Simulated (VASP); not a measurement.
The system is Si5Cl.

```xyz
6
Lattice="5.3648 0.0000 0.0000 -2.6824 4.6460 0.0000 0.0000 0.0000 4.2863" Properties=species:S:1:pos:R:3 pbc="T T T"
Si    0.0000    3.0973    0.0000
Si    2.6824    1.5487    0.0000
Si    2.6824    0.0000    2.1432
Si    1.3412    2.3230    2.1432
Si   -1.3412    2.3230    2.1432
Cl    0.0000    0.0000    0.0000
```

```yaml
Program: VASP 6.6.1
Task: relaxation of cell and atoms
Functional: PBE
Potentials_or_basis: VASP PAW PBE potentials, release 64 (Si, Cl)
Cutoff: 600 eV
k_mesh: 12 × 12 × 10
Occupations: gaussian, width 0.1 eV
Spin: no spin polarisation
```

At the start: pressure -3.4 GPa; volume 17.81 Å³/atom.

Question: How do energy, volume and symmetry change on relaxing?

Answer: Over 7 steps the energy falls by 10.3 meV/atom and the volume is 16.89 Å³/atom (-5.1 %); space group P6/mmm (No. 191, to 0.05 Å).

Step by step:
```csv
step,energy change (eV),largest force (eV/Å),pressure (GPa),volume (Å³)
1,0.0000,0.0000,-3.39,106.84
2,-0.0605,0.0000,0.16,101.12
3,-0.0606,0.0000,0.01,101.35
4,-0.0606,0.0000,-0.07,101.46
5,-0.0611,0.0000,-0.06,101.43
6,-0.0616,0.0000,-0.05,101.34
7,-0.0616,0.0000,-0.06,101.37
```

Final structure:
```yaml
crystal:
  lattice:
    - [5.25722, 0.00000, 0.00000]
    - [-2.62861, 4.55289, 0.00000]
    - [0.00000, 0.00000, 4.23493]
  atoms:
    - { symbol: Si, position: [0.33333, 0.66667, 0.00000] }
    - { symbol: Si, position: [0.66667, 0.33333, 0.00000] }
    - { symbol: Si, position: [0.50000, 0.00000, 0.50000] }
    - { symbol: Si, position: [0.50000, 0.50000, 0.50000] }
    - { symbol: Si, position: [0.00000, 0.50000, 0.50000] }
    - { symbol: Cl, position: [0.00000, 0.00000, 0.00000] }
```

Caveat: an odd number of electrons without spin polarisation forces a metal; a magnetic or distorted state may lie lower.
